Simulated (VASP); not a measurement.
# Ba3SbP (Pm-3m) in VASP: notebook, part 2 of 2

VASP 6.6.1.

## (3) Single point, revPBE

Input file INCAR:

```
SYSTEM = Ba3SbP
ALGO     = Normal         ! electronic algorithm
EDIFF    = 1E-6           ! SCF threshold, eV
ENCUT    = 500            ! plane-wave cutoff, eV
GGA      = RE             ! functional
GGA_COMPAT= .False.      
ISIF     = 2              ! what is computed and relaxed
ISMEAR   = 0              ! smearing method
LASPH    = .True.         ! aspherical terms in the spheres
LCHARG   = .False.        ! write CHGCAR
LREAL    = .False.        ! projectors in reciprocal space
LWAVE    = .False.        ! write WAVECAR
NBANDS   = 28             ! bands
NELM     = 120            ! most SCF steps
PREC     = Accurate       ! precision mode
SIGMA    = 0.01           ! smearing width, eV
```

Input file KPOINTS:

```
k-points
0
Gamma
  3 3 3
  0 0 0
```

Input file POSCAR:

```
Ba3SbP
1.0
    6.1131770000      0.0000000000      0.0000000000
    0.0000000000      6.1131770000      0.0000000000
    0.0000000000      0.0000000000      6.1131770000
Ba Sb P
3 1 1
Direct
    0.0000000000      0.5000000000      0.5000000000
    0.5000000000      0.0000000000      0.5000000000
    0.5000000000      0.5000000000      0.0000000000
    0.0000000000      0.0000000000      0.0000000000
    0.5000000000      0.5000000000      0.5000000000
```

Potentials or basis: VASP PAW PBE potentials, release 64 (Ba_sv, Sb, P).

Started as:

```bash
cat potpaw_PBE.64/Ba_sv/POTCAR potpaw_PBE.64/Sb/POTCAR potpaw_PBE.64/P/POTCAR > POTCAR
mpirun -np 1 vasp_std > vasp.out
```

OUTCAR:

```text
SYSTEM = Ba3SbP
   EDIFF = 1E-6
   ENCUT = 500
   GGA = RE
   ISIF = 2
   ISMEAR = 0
   LASPH = .True.
   LREAL = .False.
   NELM = 120
   PREC = Accurate

 ion  position               nearest neighbor table
   1  0.000  0.500  0.500-   5 3.06   5 3.06   2 4.32   3 4.32   2 4.32   2 4.32   3 4.32   3 4.32
                             3 4.32   2 4.32
   2  0.500  0.000  0.500-   5 3.06   5 3.06   1 4.32   3 4.32   1 4.32   3 4.32   3 4.32   3 4.32
                             1 4.32   1 4.32
   3  0.500  0.500  0.000-   5 3.06   5 3.06   1 4.32   1 4.32   2 4.32   2 4.32   2 4.32   2 4.32
                             1 4.32   1 4.32
   4  0.000  0.000  0.000-
   5  0.500  0.500  0.500-   1 3.06   2 3.06   3 3.06   3 3.06   2 3.06   1 3.06

  LATTYP: Found a simple cubic cell.
 ALAT       =     6.1131770000

  Lattice vectors:

 A1 = (   6.1131770000,   0.0000000000,   0.0000000000)
 A2 = (   0.0000000000,   6.1131770000,   0.0000000000)
 A3 = (   0.0000000000,   0.0000000000,   6.1131770000)

Analysis of symmetry for initial positions (statically):
=====================================================================
 Subroutine PRICEL returns:
 Original cell was already a primitive cell.

 Routine SETGRP: Setting up the symmetry group for a
 simple cubic supercell.

 Subroutine GETGRP returns: Found 48 space group operations
 (whereof 48 operations were pure point group operations)
 out of a pool of 48 trial point group operations.

The static configuration has the point symmetry O_h .

Analysis of symmetry for dynamics (positions and initial velocities):
=====================================================================
 Subroutine PRICEL returns:
 Original cell was already a primitive cell.

 Routine SETGRP: Setting up the symmetry group for a
 simple cubic supercell.
[... 106 lines left out ...]
   EFERMI_NEDOS =   21; number of points for ismear=-14 and -15
   IALGO  =     38    algorithm
   IMIX   =      4    mixing-type and parameters
     AMIX     =   0.40;   BMIX     =  1.00
     AMIX_MAG =   1.60;   BMIX_MAG =  1.00
  volume/ion in A,a.u.               =      45.69       308.34
  Fermi-wavevector in a.u.,A,eV,Ry     =   0.915857  1.730720 11.412496  0.838795
  Thomas-Fermi vector in A             =   2.040647
   LORBIT       =      0    0 simple, 1 ext, 2 COOP (PROOUT), +10 PAW based schemes
   GGA     = RE    functional components
   LHFCALC =     F    Hartree Fock is set to
   AEXX    =    0.0000 exact exchange contribution
   IVDW    =     0    specifies the selected vdW correction
   LEPSILON=     F    determine dielectric tensor
   LRPA    =     F    only Hartree local field effects (RPA)
 non-spin polarized calculation
 Gauss-broadening in eV      SIGMA  =   0.01
  energy-cutoff  :      500.00
  volume of cell :      228.46
 maximum number of plane-waves:      5824
 NGX is ok and might be reduce to    48
   NGX = 23   NGY = 23   NGZ = 23

 number of electron      39.9999993 magnetization

 Free energy of the ion-electron system (eV)
  ---------------------------------------------------
  ext. energy  EPLUGINS =         0.00000000
  ---------------------------------------------------
  free energy    TOTEN  =       -18.28402533 eV

  energy without entropy =      -18.28402533  energy(sigma->0) =      -18.28402533

 E-fermi :   2.4357     XC(G=0):  -7.7539

 val. band max:        2.3405682534   @ k =   0.0000   0.0000   0.0000
 cond. band min:       2.7178023415   @ k =   0.0000   0.0000   0.0000
 fundamental gap:      0.3772340881
 Fermi energy:         2.4356966468

 k-point     1 :       0.0000    0.0000    0.0000
  band No.  band energies     occupation
      1     -25.9720      2.00000
      2     -25.9062      2.00000
      3     -25.9062      2.00000
      4     -11.4170      2.00000
      5     -11.4170      2.00000
      6     -11.4170      2.00000
[... 113 lines left out ...]
     27       5.2235      0.00000
     28       5.7067      0.00000

------------------------ aborting loop because EDIFF is reached ----------------------------------------

  FORCE on cell =-STRESS in cart. coord.  units (eV):
  Direction    XX          YY          ZZ          XY          YZ          ZX
  --------------------------------------------------------------------------------------
  -------------------------------------------------------------------------------------
  Total        0.9657822      0.9657822      0.9657822      0.0000000      0.0000000     -0.0000000
  in kB        6.7731214      6.7731214      6.7731214      0.0000000      0.0000000     -0.0000000
  external PRESSURE =       6.7731214 kB  Pullay stress =       0.0000000 kB

 VOLUME and BASIS-vectors are now :
 -----------------------------------------------------------------------------
  energy-cutoff  :      500.00
  volume of cell :      228.46
      direct lattice vectors                 reciprocal lattice vectors
     6.113177000  0.000000000  0.000000000     0.163581064  0.000000000  0.000000000
     0.000000000  6.113177000  0.000000000     0.000000000  0.163581064  0.000000000
     0.000000000  0.000000000  6.113177000     0.000000000  0.000000000  0.163581064

 POSITION                                       TOTAL-FORCE (eV/Angst)
 -----------------------------------------------------------------------------------
      0.00000      3.05659      3.05659         0.000000      0.000000      0.000000
      3.05659      0.00000      3.05659         0.000000      0.000000      0.000000
      3.05659      3.05659      0.00000         0.000000      0.000000      0.000000
      0.00000      0.00000      0.00000         0.000000      0.000000      0.000000
      3.05659      3.05659      3.05659         0.000000      0.000000      0.000000
 -----------------------------------------------------------------------------------
    total drift:                                0.000000      0.000000     -0.000000

  FREE ENERGIE OF THE ION-ELECTRON SYSTEM (eV)
  ---------------------------------------------------
  free  energy   TOTEN  =       -18.2840253309 eV

  energy  without entropy=      -18.2840253309  energy(sigma->0) =      -18.28402533
```

stdout:

```text
POSCAR found type information on POSCAR BaSbP
 POSCAR found :  3 types and       5 ions
 scaLAPACK will be used
 -----------------------------------------------------------------------------
|                                                                             |
|                                                                             |
|     You enforced a specific xc type in the INCAR file but a different       |
|     I HOPE YOU KNOW WHAT YOU ARE DOING!                                     |
|                                                                             |
 -----------------------------------------------------------------------------

 LDA part: xc-table for (Slater+PW92), standard interpolation
 POSCAR, INCAR and KPOINTS ok, starting setup
 FFT: planning ... GRIDC
 FFT: planning ... GRID_SOFT
 FFT: planning ... GRID
 WAVECAR not read
 entering main loop
```

Wall time 32 s (1 thread of Intel Xeon Platinum 8375C at 2.90GHz (Ice Lake), shared host); peak memory 0.32 GiB.

Results:

| Property | Result |
| --- | --- |
| Free energy | -18.2840 eV |
| Pressure | 0.7 GPa |
| Band gap on the k mesh | 0.38 eV |

Caveat: semilocal functionals underestimate gaps, and a narrow one can read as zero; the PAW data sets were made with another functional, which shifts forces and pressure a little; spin-orbit coupling is left out, which moves the levels of the heavy elements; an odd mesh through Γ misses points on the zone boundary, where band edges can lie.

## (4) Single point, r2SCAN

POSCAR is that of step 3.

Input file INCAR.step1:

```
ALGO = Normal
EDIFF = 1E-5
ENCUT = 550
GGA = PE
GGA_COMPAT = False
ISMEAR = 0
LASPH = True
LCHARG = False
LREAL = False
LWAVE = True
NBANDS = 28
NELM = 120
PREC = Accurate
SIGMA = 0.01
```

Input file INCAR.step2:

```
ALGO = Normal
EDIFF = 1E-6
ENCUT = 550
GGA_COMPAT = False
ISIF = 2
ISMEAR = 0
ISTART = 1
LASPH = True
LCHARG = False
LMIXTAU = True
LREAL = False
LWAVE = False
METAGGA = R2SCAN
NBANDS = 28
NELM = 120
PREC = Accurate
SIGMA = 0.01
```

Input file KPOINTS:

```
k-points
0
Gamma
  3 3 3
```

Started as:

```bash
cat potpaw_PBE.64/Ba_sv/POTCAR potpaw_PBE.64/Sb/POTCAR potpaw_PBE.64/P/POTCAR > POTCAR
cp INCAR.step1 INCAR
mpirun -np 1 vasp_std > vasp.out
cp INCAR.step2 INCAR
mpirun -np 1 vasp_std > vasp.out
```

Run time: 1.8 min. Hardware: 1 thread of Intel Xeon Platinum 8375C at 2.90GHz (Ice Lake), shared host; peak memory 0.37 GiB.

The run converged. Its results:

```yaml
Free_energy: -119.1035 eV
Pressure: -0.1 GPa
Band_gap_on_the_k_mesh: 0.75 eV
```

Levels at points of the mesh, in eV from the valence-band top:
```tsv
k point	band 18	band 19	band 20	band 21	band 22	band 23
(0.00, 0.00, 0.00)	0.00	0.00	0.00	0.75	0.78	0.78
```

Caveat: semilocal functionals underestimate gaps, and a narrow one can read as zero; the PAW data sets were made with another functional, which shifts forces and pressure a little; spin-orbit coupling is left out, which moves the levels of the heavy elements; an odd mesh through Γ misses points on the zone boundary, where band edges can lie.

## (5) Summary

| level | potentials or basis | cutoff (eV) | gap on the mesh (eV) | pressure (GPa) |
| --- | --- | --- | --- | --- |
| LDA | VASP PAW LDA potentials, release 64 (Ba_sv, Sb, P) | 500 | 0.12 | -1.9 |
| revPBE | VASP PAW PBE potentials, release 64 (Ba_sv, Sb, P) | 500 | 0.38 | 0.7 |
| r2SCAN | VASP PAW PBE potentials, release 64 (Ba_sv, Sb, P) | 550 | 0.75 | -0.1 |

Alike in all rows: task single point; no spin polarisation; cell as given; k mesh 3 × 3 × 3; smearing gaussian 0.01 eV.

Caveats: semilocal functionals underestimate gaps, and a narrow one can read as zero; spin-orbit coupling is left out, which moves the levels of the heavy elements; the PAW data sets were made with another functional, which shifts forces and pressure a little (at least some runs); an odd mesh through Γ misses points on the zone boundary, where band edges can lie (at least some runs).

Absolute energies hang on the potentials; compare differences alone.
